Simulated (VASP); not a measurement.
A run of VASP 6.6.1:

INCAR

```
SYSTEM = Sr8Ti8O23
ALGO = Normal
EDIFF = 1E-7
ENCUT = 520
GGA = PE
ISIF = 2
ISMEAR = 0
LASPH = .TRUE.
LCHARG = .FALSE.
LREAL = Auto
LWAVE = .FALSE.
NBANDS = 182
NELECT = 312.0
NELM = 100
PREC = Accurate
SIGMA = 0.02
```

File KPOINTS:

```
Automatic mesh
0
Gamma
  2 2 2
  0.5 0.5 0.5
```

Contents of POSCAR:

```
Sr8Ti8O23
1.0
    0.0000000000      7.8728452585      0.0000000000
    0.0000000000      0.0000000000      7.8728452585
    7.8728452585      0.0000000000      0.0000000000
Sr Ti O
8 8 23
Direct
    0.5036081454     -0.0069545378     -0.0115728173
    0.5027949706      0.5086478736     -0.0108154037
   -0.0038579445     -0.0069573322     -0.0119538740
   -0.0048751117      0.5068693552     -0.0101288667
    0.5036081454     -0.0069545378      0.5115727374
    0.5027949706      0.5086478736      0.5108154508
   -0.0038579445     -0.0069573322      0.5119537940
   -0.0048751117      0.5068693552      0.5101289138
    0.2642798038      0.2462043818      0.2499999600
    0.2428006568      0.7662723961      0.2499999600
    0.7289830819      0.2562125806      0.2499999600
    0.7529655170      0.7499099507      0.2499999600
    0.2473372632      0.2513957705      0.7500000071
    0.2495918484      0.7502271169      0.7500000071
    0.7514398932      0.2505145135      0.7500000071
    0.7498445360      0.7500820613      0.7500000071
    0.1500404188      0.4405165967      0.2499999600
   -0.0077679667      0.7559841207      0.2499999600
    0.4981105142      0.2800381473      0.2499999600
    0.4878478966      0.7433633976      0.2499999600
    0.0074469900      0.2452498349      0.7500000071
   -0.0005123942      0.7482468925      0.7500000071
    0.5117901937      0.2458431401      0.7500000071
    0.4996572231      0.7476718780      0.7500000071
    0.2223309290      0.0009856665      0.2499999600
    0.7581828175      0.5004272116      0.2499999600
    0.7460855392      0.0098421851      0.2499999600
    0.2555283298      0.4921703492      0.7500000071
    0.2534826908     -0.0114191245      0.7500000071
    0.7501906625      0.4988834241      0.7500000071
    0.7525074869     -0.0000232445      0.7500000071
    0.2588910277      0.2334053242      0.4987767282
    0.2464325077      0.7350906578      0.4952998404
    0.7737005873      0.2516848655      0.4917569027
    0.7455572677      0.7522477333      0.5005053282
    0.2588910277      0.2334053242      0.0012231918
    0.2464325077      0.7350906578      0.0047002067
    0.7737005873      0.2516848655      0.0082430173
    0.7455572677      0.7522477333     -0.0005052811
```

Potentials or basis: VASP PAW PBE potentials, release 64 (Sr_sv, Ti_sv, O).

Run with:

```bash
$ cat potpaw_PBE.64/Sr_sv/POTCAR potpaw_PBE.64/Ti_sv/POTCAR potpaw_PBE.64/O/POTCAR > POTCAR
$ mpirun -np 1 vasp_std > vasp.out
```

Hardware: 1 thread of Oxide Virtual Turin-like Processor (shared host).

Q: How long does it take, and how much memory?

A: Run time: 12 min on 1 thread of Oxide Virtual Turin-like Processor, on a shared host, peak memory 0.51 GiB. Counts: scf iterations 21, k points 2.
